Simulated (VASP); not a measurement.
Wanted: the native input for a VASP 6.6.1 run.

```yaml
Task: single point
Functional: PBEsol
Potentials_or_basis: VASP PAW PBE potentials, release 64 (Al)
Cutoff: 520 eV
k_mesh: 20 × 20 × 20
Occupations: gaussian, width 0.15 eV
Spin: no spin polarisation
Dipole_correction: no
Further_INCAR_settings: ALGO = Normal; EDIFF = 1e-06; NBANDS = 8
```

The structure of Al lies in POSCAR:

```
Al
1.0
    0.0000000000      2.0037402000      2.0239800000
    2.0239800000      0.0000000000      2.0239800000
    2.0239800000      2.0037402000      0.0000000000
Al
1
Direct
    0.0000000000      0.0000000000      0.0000000000
```

This cell differs from its parent crystal: strain -0.0100 x Voigt [0, 1, 0, 0, 0, 0].

The input as run:

INCAR

```
  PREC = Accurate
  ENCUT = 520
  EDIFF = 1E-6
  ISMEAR = 0
  SIGMA = 0.15
  LREAL = False
  LASPH = True
  NELM = 60
  ALGO = Normal
  ISIF = 2
  LWAVE = False
  LCHARG = True
  GGA = PS
  LELF = True
  LVHAR = True
  NBANDS = 8
```

KPOINTS

```
regular mesh
0
Gamma
  20 20 20
```

Potentials or basis: VASP PAW PBE potentials, release 64 (Al).

The run is started by

```console
$ cat potpaw_PBE.64/Al/POTCAR > POTCAR
$ mpirun -np 1 vasp_std > vasp.out
```

Results of the run:

```yaml
Pressure: -1.1 GPa
```

Caveat: the cell differs from its parent crystal (strain -0.0100 x Voigt [0, 1, 0, 0, 0, 0]); the PAW data sets were made with another functional, which shifts forces and pressure a little.

It took 20 s on 1 thread of Intel(R) Xeon(R) 6975P-C (Granite Rapids), on a shared host, peak memory 0.18 GiB.
